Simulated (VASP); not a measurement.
## Sn: single point with PBE

Sn:

```
CELL_PARAMETERS angstrom
0.00000 3.23334 3.23334
3.23334 0.00000 3.23334
3.23334 3.23334 0.00000
ATOMIC_POSITIONS crystal
Sn 0.00000 0.00000 0.00000
Sn 0.25000 0.25000 0.25000
```

- Program: VASP 6.6.1
- Task: single point
- Functional: PBE
- Potentials or basis: VASP PAW PBE potentials, release 64 (Sn_d)
- Cutoff: 500 eV
- k mesh: 9 × 9 × 9
- Occupations: fermi-dirac, width 0.05 eV
- Spin: no spin polarisation
- Dipole correction: no
- Further INCAR settings: ALGO = Normal; EDIFF = 1e-06; NBANDS = 21

```yaml
Pressure: 3.7 GPa
Band_gap_on_the_k_mesh: zero (band 14 reaches 5.84 eV, above the bottom of band 15 at 5.79 eV)
```

Levels at points of the mesh, in eV from the Fermi level:
| k point | band 10 | band 11 | band 12 | band 13 | band 14 | band 15 | band 16 | band 17 | band 18 | band 19 |
| --- | --- | --- | --- | --- | --- | --- | --- | --- | --- | --- |
| (0.00, 0.00, 0.00) | -21.31 | -10.67 | -0.56 | 0.09 | 0.09 | 0.09 | 2.17 | 2.17 | 2.17 | 5.03 |

It took 76 s on 1 thread of Intel Xeon 8259CL, with other jobs on the host, peak memory 0.21 GiB.

Caveat: spin-orbit coupling is left out, which moves the levels of the heavy elements.
